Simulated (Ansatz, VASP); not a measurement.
# NbSb in VASP and in Ansatz

```xyz
2
Lattice="3.5228 0.0000 0.0000 -1.7614 3.0508 0.0000 0.0000 0.0000 3.7360" Properties=species:S:1:pos:R:3 pbc="T T T"
Nb    0.0000    0.0000    0.0000
Sb    0.0000    2.0339    1.8680
```

Change from the starting cell: volume scaled by 0.9405.

Alike in both runs: task single point; functional PBE; k mesh 11 × 11 × 10; occupations fermi-dirac, width 0.05 eV; no spin polarisation.

```csv
,VASP,Ansatz
version,VASP 6.6.1,Ansatz 0.2.0
potentials or method,"VASP PAW PBE potentials, release 64 (Nb_sv, Sb), cutoff 520 eV","all-electron LAPW, scalar-relativistic"
```

|  | VASP | Ansatz | Ansatz less VASP |
| --- | --- | --- | --- |
| pressure (GPa) | 8.8 | 9.1 | +0.30 |
| traceless stress, the component that is largest in VASP (GPa) | 1.99 | 2.02 | +0.029 |

Ansatz ran all-electron here, and VASP with PAW potentials.

Spin-orbit coupling is off throughout.
